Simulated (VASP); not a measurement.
Wanted: the native input for a VASP 6.6.1 run.

* Task: relaxation of cell and atoms
* Functional: PBE
* Potentials or basis: VASP PAW PBE potentials, release 64 (Cd)
* Cutoff: 600 eV
* k mesh: 15 × 15 × 8
* Occupations: gaussian, width 0.1 eV
* Spin: no spin polarisation
* Dipole correction: no
* Further INCAR settings: ALGO = Fast; EDIFF = 1e-06; IBRION = 2; EDIFFG = -0.005; NSW = 100; ISIF = 3

The structure of Cd lies in POSCAR:

```
Cd
1.0
    3.1122758736      0.0000000000      0.0000000000
   -1.5561379368      2.6953099701      0.0000000000
    0.0000000000      0.0000000000      5.2174573979
Cd
2
Direct
    0.3333333333      0.6666666667      0.7500000000
    0.6666666667      0.3333333333      0.2500000000
```

The input as run:

INCAR

```
  PREC = Accurate
  ENCUT = 600
  EDIFF = 1E-6
  ISMEAR = 0
  SIGMA = 0.1
  LREAL = F
  LASPH = T
  NELM = 80
  ALGO = Fast
  ISIF = 3
  LWAVE = F
  LCHARG = F
  GGA = PE
  IBRION = 2
  NSW = 100
  EDIFFG = -0.005
```

KPOINTS

```
regular mesh
0
Gamma
  15 15 8
```

Potentials or basis: VASP PAW PBE potentials, release 64 (Cd).

Launch:

```bash
$ cat potpaw_PBE.64/Cd/POTCAR > POTCAR
$ mpirun -np 1 vasp_std > vasp.out
```

It gave:

- Relaxed volume: 22.97 Å³/atom
- Relaxed cell: a = 3.017 Å, b = 3.017 Å, c = 5.827 Å, α = 90.00°, β = 90.00°, γ = 120.00°
- Space group after relaxing (to 0.1 Å): P6_3/mmc (No. 194)
- Energy gained by relaxing: 19.0 meV/atom
- Ionic steps: 38
- Pressure after relaxing: 0.0 GPa
- Band gap on the k mesh: zero (bands 12 and 13 overlap by 4.13 eV)

It took 29 min on 1 thread of Oxide Virtual Turin-like Processor, on a shared host, peak memory 0.23 GiB.
